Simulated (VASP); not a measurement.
# GaAs in VASP: notebook

The runs below take GaAs through single point, with PBE.

All numbers are computed with VASP 6.6.1; they aren't measurements. Logs are shortened: lines on timing, memory, paths and dates and some standing lists are left out, and cuts for length are marked.

## (1) The cell of the first run

The cell holds a slab with vacuum, 6 atoms: a = 4.063 Å, b = 4.063 Å, c = 30.577 Å, α = 90.00°, β = 90.00°, γ = 90.00°.

## (2) Single point, PBE

Input file INCAR:

```
PREC = Accurate
ENCUT = 520
EDIFF = 1E-7
ISMEAR = 0
SIGMA = 0.1
LREAL = F
LASPH = T
NELM = 60
ALGO = Normal
ISIF = 2
LWAVE = F
LCHARG = F
LDIPOL = T
IDIPOL = 3
DIPOL = 0.5 0.5 0.368
GGA = PE
NBANDS = 36
```

Input file KPOINTS:

```
Automatic mesh
0
Gamma
  9 9 1
```

Input file POSCAR:

```
GaAs
1.0
    4.0626003623      0.0000000000      0.0000000000
    0.0000000000      4.0626003623      0.0000000000
    0.0000000000      0.0000000000     30.5765858717
As Ga
3 3
Direct
    0.0000000000      0.5000000000      0.2498613853
    0.5000000000      0.0000000000      0.3448522861
    0.0000000000      0.5000000000      0.4393418292
    0.5000000000      0.5000000000      0.2958835748
    0.0000000000      0.0000000000      0.3905312470
    0.5000000000      0.5000000000      0.4862267874
```

Potentials or basis: VASP PAW PBE potentials, release 64 (As, Ga_d).

On the command line:

```sh
> cat potpaw_PBE.64/As/POTCAR potpaw_PBE.64/Ga_d/POTCAR > POTCAR
> mpirun -np 1 vasp_std > vasp.out
```

OUTCAR:

```text
PREC = Accurate
   ENCUT = 520
   EDIFF = 1E-7
   ISMEAR = 0
   LREAL = F
   LASPH = T
   NELM = 60
   ISIF = 2
   GGA = PE

 ion  position               nearest neighbor table
   1  0.000  0.500  0.250-   4 2.47   4 2.47
   2  0.500  0.000  0.345-   5 2.47   5 2.47   4 2.52   4 2.52
   3  0.000  0.500  0.439-   6 2.49   6 2.49   5 2.52   5 2.52
   4  0.500  0.500  0.296-   1 2.47   1 2.47   2 2.52   2 2.52
   5  0.000  0.000  0.391-   2 2.47   2 2.47   3 2.52   3 2.52
   6  0.500  0.500  0.486-   3 2.49   3 2.49

  LATTYP: Found a simple tetragonal cell.
 ALAT       =     4.0626003623
 C/A-ratio  =     7.5263582792

  Lattice vectors:

 A1 = (   4.0626003623,   0.0000000000,   0.0000000000)
 A2 = (   0.0000000000,   4.0626003623,   0.0000000000)
 A3 = (   0.0000000000,   0.0000000000,  30.5765858717)

Analysis of symmetry for initial positions (statically):
=====================================================================
 Subroutine PRICEL returns:
 Original cell was already a primitive cell.

 Routine SETGRP: Setting up the symmetry group for a
 simple tetragonal supercell.

 Subroutine GETGRP returns: Found  4 space group operations
 (whereof  4 operations were pure point group operations)
 out of a pool of 16 trial point group operations.

The static configuration has the point symmetry C_2v.

Analysis of symmetry for dynamics (positions and initial velocities):
=====================================================================
 Subroutine PRICEL returns:
 Original cell was already a primitive cell.

 Routine SETGRP: Setting up the symmetry group for a
 simple tetragonal supercell.

 Subroutine GETGRP returns: Found  4 space group operations
 (whereof  4 operations were pure point group operations)
 out of a pool of 16 trial point group operations.

The dynamic configuration has the point symmetry C_2v.

 Subroutine INISYM returns: Found  4 space group operations
 (whereof  4 operations are pure point group operations),
 and found     1 'primitive' translations

----------------------------------------------------------------------------------------

                                     Primitive cell

  volume of cell :     504.6580

  direct lattice vectors                    reciprocal lattice vectors
     4.062600362  0.000000000  0.000000000     0.246147765  0.000000000  0.000000000
     0.000000000  4.062600362  0.000000000     0.000000000  0.246147765  0.000000000
     0.000000000  0.000000000 30.576585872     0.000000000  0.000000000  0.032704763

  length of vectors
     4.062600362  4.062600362 30.576585872     0.246147765  0.246147765  0.032704763

  position of ions in fractional coordinates (direct lattice)
     0.000000000  0.500000000  0.249861385
     0.500000000  0.000000000  0.344852286
     0.000000000  0.500000000  0.439341829
     0.500000000  0.500000000  0.295883575
     0.000000000  0.000000000  0.390531247
     0.500000000  0.500000000  0.486226787

  ion indices of the primitive-cell ions
   primitive index   ion index
                 1           1
                 2           2
                 3           3
                 4           4
                 5           5
                 6           6

----------------------------------------------------------------------------------------

 KPOINTS: Automatic mesh

Automatic generation of k-mesh.
 Grid dimensions read from file:
 generate k-points for:    9    9    1

 Generating k-lattice:

  Cartesian coordinates                     Fractional coordinates (reciprocal lattice)
     0.027349752  0.000000000  0.000000000     0.111111111  0.000000000  0.000000000
     0.000000000  0.027349752  0.000000000     0.000000000  0.111111111  0.000000000
     0.000000000  0.000000000  0.032704763     0.000000000  0.000000000  1.000000000

  Length of vectors
     0.027349752  0.027349752  0.032704763

  Shift w.r.t. Gamma in fractional coordinates (k-lattice)
     0.000000000  0.000000000  0.000000000

 Subroutine IBZKPT returns following result:
 ===========================================

 Found     25 irreducible k-points:

 Following reciprocal coordinates:
            Coordinates               Weight
  0.000000  0.000000  0.000000      1.000000
  0.111111  0.000000  0.000000      2.000000
  0.000000  0.111111  0.000000      2.000000
  0.222222  0.000000  0.000000      2.000000
  0.000000  0.222222  0.000000      2.000000
  0.333333  0.000000  0.000000      2.000000
[... 16 lines left out ...]
  0.444444  0.333333  0.000000      4.000000
 -0.333333  0.444444  0.000000      4.000000
   k-points           NKPTS =     25   k-points in BZ     NKDIM =     25   number of bands    NBANDS=     36
   number of dos      NEDOS =    301   number of ions     NIONS =      6
   total plane-waves  NPLWV = 216000
   dimension x,y,z NGX =    30 NGY =   30 NGZ =  240
   dimension x,y,z NGXF=    60 NGYF=   60 NGZF=  480
   ions per type =               3   3
   NGX,Y,Z   is equivalent  to a cutoff of  12.28, 12.28, 13.05 a.u.
   NGXF,Y,Z  is equivalent  to a cutoff of  24.55, 24.55, 26.10 a.u.
 SYSTEM =  unknown system
   PREC   = accura    normal or accurate (medium, high low for compatibility)
   ISTART =      0    job   : 0-new  1-cont  2-samecut
   ICHARG =      2    charge: 1-file 2-atom 10-const
   ISPIN  =      1    spin polarized calculation?
   LNONCOLLINEAR =      F non collinear calculations
   LSORBIT =      F    spin-orbit coupling
   LASPH  =      T    aspherical Exc in radial PAW
   ENCUT  =  520.0 eV  38.22 Ry    6.18 a.u.   7.55  7.55 56.85*2*pi/ulx,y,z
   NELM   =     60;   NELMIN=  2; NELMDL= -5     # of ELM steps
   EDIFF  = 0.1E-06   stopping-criterion for ELM
   LREAL  =      F    real-space projection
   EDIFFG = 0.1E-05   stopping-criterion for IOM
   NSW    =      0    number of steps for IOM
   IBRION =     -1    ionic relax: 0-MD 1-quasi-New 2-CG
   NFREE  =      0    steps in history (QN), initial steepest desc. (CG)
   ISIF   =      2    stress and relaxation
   ISYM   =      2    0-nonsym 1-usesym 2-fastsym
   POTIM  = 0.5000    time-step for ionic-motion
   TEBEG  =    0.0;   TEEND  =   0.0 temperature during run
   PSTRESS=    0.0 pullay stress
   NELECT =      54.0000    total number of electrons
   NUPDOWN=      -1.0000    fix difference up-down
   EMIN   =  10.00;   EMAX   =-10.00  energy-range for DOS
   EFERMI =   0.00;   METHOD = LEGACY
   ISMEAR =     0;   SIGMA  =   0.10  broadening in eV -4-tet -1-fermi 0-gaus
   EFERMI_NEDOS =   21; number of points for ismear=-14 and -15
   IALGO  =     38    algorithm
   IMIX   =      4    mixing-type and parameters
     AMIX     =   0.40;   BMIX     =  1.00
     AMIX_MAG =   1.60;   BMIX_MAG =  1.00
  volume/ion in A,a.u.               =      84.11       567.60
  Fermi-wavevector in a.u.,A,eV,Ry     =   0.777214  1.468721  8.218747  0.604061
  Thomas-Fermi vector in A             =   1.879854
   LORBIT       =      0    0 simple, 1 ext, 2 COOP (PROOUT), +10 PAW based schemes
   GGA     = PE    functional components
   LHFCALC =     F    Hartree Fock is set to
   AEXX    =    0.0000 exact exchange contribution
   IVDW    =     0    specifies the selected vdW correction
   LEPSILON=     F    determine dielectric tensor
   LRPA    =     F    only Hartree local field effects (RPA)
 non-spin polarized calculation
 Gauss-broadening in eV      SIGMA  =   0.10
  energy-cutoff  :      520.00
  volume of cell :      504.66
 maximum number of plane-waves:     13653
 NGX is ok and might be reduce to    30
   NGX = 15   NGY = 15   NGZ =113

 number of electron      54.0000045 magnetization

 dipolmoment           0.000000      0.000000     -0.117490 electrons x Angstroem

 Free energy of the ion-electron system (eV)
  ---------------------------------------------------
  ext. energy  EPLUGINS =         0.00000000
  ---------------------------------------------------
  free energy    TOTEN  =       -21.83638313 eV

  energy without entropy =      -21.82091094  energy(sigma->0) =      -21.82864704

 E-fermi :  -2.6667     XC(G=0):  -3.2257

 val. band max:       -2.6951071744   @ k =  -0.1111   0.2222   0.0000
 cond. band min:      -2.6504560045   @ k =   0.2222   0.1111   0.0000
 fundamental gap:      0.0446511699
 Fermi energy:        -2.6667466203

 k-point     1 :       0.0000    0.0000    0.0000
  band No.  band energies     occupation
      1     -17.5159      2.00000
      2     -17.4649      2.00000
      3     -17.4347      2.00000
      4     -17.4140      2.00000
      5     -17.4065      2.00000
      6     -17.4037      2.00000
[... 28 lines left out ...]
     35       1.6432      0.00000
     36       1.8488      0.00000

 k-point     2 :       0.1111    0.0000    0.0000
  band No.  band energies     occupation
      1     -17.5128      2.00000
      2     -17.4638      2.00000
      3     -17.4342      2.00000
      4     -17.4147      2.00000
      5     -17.4121      2.00000
      6     -17.4039      2.00000
[... 28 lines left out ...]
     35       1.5579      0.00000
     36       1.8938      0.00000

 k-point     3 :       0.0000    0.1111    0.0000
  band No.  band energies     occupation
      1     -17.5162      2.00000
      2     -17.4626      2.00000
      3     -17.4354      2.00000
      4     -17.4161      2.00000
      5     -17.4069      2.00000
      6     -17.4034      2.00000
[... 28 lines left out ...]
     35       1.7374      0.00000
     36       1.9149      0.00000
[... 742 lines left out ...]
 k-point    23 :       0.4444    0.3333    0.0000
  band No.  band energies     occupation
      1     -17.5041      2.00000
      2     -17.4611      2.00000
      3     -17.4591      2.00000
      4     -17.4232      2.00000
      5     -17.4168      2.00000
      6     -17.4032      2.00000
[... 28 lines left out ...]
     35       2.9920      0.00000
     36       3.3354      0.00000

 k-point    24 :      -0.3333    0.4444    0.0000
  band No.  band energies     occupation
      1     -17.5139      2.00000
      2     -17.4541      2.00000
      3     -17.4540      2.00000
      4     -17.4249      2.00000
      5     -17.4154      2.00000
      6     -17.3987      2.00000
[... 28 lines left out ...]
     35       2.6355      0.00000
     36       3.3492      0.00000

 [... further k-points ...]

------------------------ aborting loop because EDIFF is reached ----------------------------------------

 vacuum level on the upper side and lower side of the slab       (xc-potential included)        -0.679         0.591

  FORCE on cell =-STRESS in cart. coord.  units (eV):
  Direction    XX          YY          ZZ          XY          YZ          ZX
  --------------------------------------------------------------------------------------
  -------------------------------------------------------------------------------------
  Total        0.1205067     -1.3918146      0.4043765      0.0000000      0.0000000      0.0000000
  in kB        0.3825821     -4.4187027      1.2838057      0.0000000      0.0000000      0.0000000
  external PRESSURE =      -0.9174383 kB  Pullay stress =       0.0000000 kB

 VOLUME and BASIS-vectors are now :
 -----------------------------------------------------------------------------
  energy-cutoff  :      520.00
  volume of cell :      504.66
      direct lattice vectors                 reciprocal lattice vectors
     4.062600362  0.000000000  0.000000000     0.246147765  0.000000000  0.000000000
     0.000000000  4.062600362  0.000000000     0.000000000  0.246147765  0.000000000
     0.000000000  0.000000000 30.576585872     0.000000000  0.000000000  0.032704763

 POSITION                                       TOTAL-FORCE (eV/Angst)
 -----------------------------------------------------------------------------------
      0.00000      2.03130      7.63991         0.000000      0.000000      0.092398
      2.03130      0.00000     10.54441         0.000000      0.000000      0.080418
      0.00000      2.03130     13.43357         0.000000      0.000000     -0.238179
      2.03130      2.03130      9.04711         0.000000      0.000000     -0.157346
      0.00000      0.00000     11.94111         0.000000      0.000000     -0.054010
      2.03130      2.03130     14.86716         0.000000      0.000000      0.276718
 -----------------------------------------------------------------------------------
    total drift:                                0.000000      0.000000     -0.001943

  FREE ENERGIE OF THE ION-ELECTRON SYSTEM (eV)
  ---------------------------------------------------
  free  energy   TOTEN  =       -21.8363831255 eV

  energy  without entropy=      -21.8209109449  energy(sigma->0) =      -21.82864704

 vacuum level on the upper side and lower side of the slab         1.708         2.998
```

Wall time 27 min (1 thread of Intel Xeon 8259CL, shared host); peak memory 0.72 GiB.

Results:

* Free energy: -21.8364 eV
* Largest force: 0.277 eV/Å
* Band gap on the k mesh: zero (bands 27 and 28 overlap by 0.67 eV)

Forces on the atoms (eV/Å):
```
As   0.000  0.000  0.092
As   0.000  0.000  0.080
As   0.000  0.000 -0.238
Ga   0.000  0.000 -0.157
Ga   0.000  0.000 -0.054
Ga   0.000  0.000  0.277
```

Levels at points of the mesh, in eV from the Fermi level:
```csv
k point,band 25,band 26,band 27,band 28,band 29,band 30
"(0.00, 0.00, 0.00)",-0.94,-0.20,0.40,1.02,1.69,1.94
```

## (3) Single point, PBE

Input file INCAR:

```
  ALGO = Normal
  DIPOL = 0.5 0.5 0.368
  EDIFF = 1E-6
  ENCUT = 520
  GGA = PE
  IDIPOL = 3
  ISIF = 2
  ISMEAR = 0
  LASPH = True
  LCHARG = True
  LDIPOL = True
  LELF = True
  LREAL = False
  LVACPOTAV = True
  LVHAR = True
  LWAVE = False
  NBANDS = 36
  NELM = 60
  PREC = Accurate
  SIGMA = 0.1
```

Input file KPOINTS:

```
k-points
0
Gamma
  9 9 1
```

Input file POSCAR:

```
GaAs
1.0
    4.0626003623      0.0000000000      0.0000000000
    0.0000000000      4.0626003623      0.0000000000
    0.0000000000      0.0000000000     30.5765858717
As Ga
3 3
Direct
    0.0000000000      0.5000000000      0.2498614905
    0.5000000000      0.0000000000      0.3448523800
    0.0000000000      0.5000000000      0.4393419192
    0.5000000000      0.5000000000      0.2958836672
    0.0000000000      0.0000000000      0.3905313380
    0.5000000000      0.5000000000      0.4862267976
```

Potentials or basis: VASP PAW PBE potentials, release 64 (As, Ga_d).

On the command line:

```sh
> cat potpaw_PBE.64/As/POTCAR potpaw_PBE.64/Ga_d/POTCAR > POTCAR
> mpirun -np 1 vasp_std > vasp.out
```

Wall time 23 min (1 thread of Intel Xeon 8259CL, shared host); peak memory 0.71 GiB.

It converged, with:

* Free energy: -21.8364 eV
* Largest force: 0.277 eV/Å
* Band gap on the k mesh: zero (bands 27 and 28 overlap by 0.67 eV)

Forces on the atoms (eV/Å):
```
As   0.000  0.000  0.092
As   0.000  0.000  0.080
As   0.000  0.000 -0.238
Ga   0.000  0.000 -0.157
Ga   0.000  0.000 -0.054
Ga   0.000  0.000  0.277
```

Levels at points of the mesh, in eV from the Fermi level:
| k point | band 23 | band 24 | band 25 | band 26 | band 27 | band 28 | band 29 | band 30 | band 31 | band 32 |
| --- | --- | --- | --- | --- | --- | --- | --- | --- | --- | --- |
| (0.00, 0.00, 0.00) | -1.74 | -1.22 | -0.94 | -0.20 | 0.40 | 1.02 | 1.69 | 1.94 | 2.41 | 2.54 |
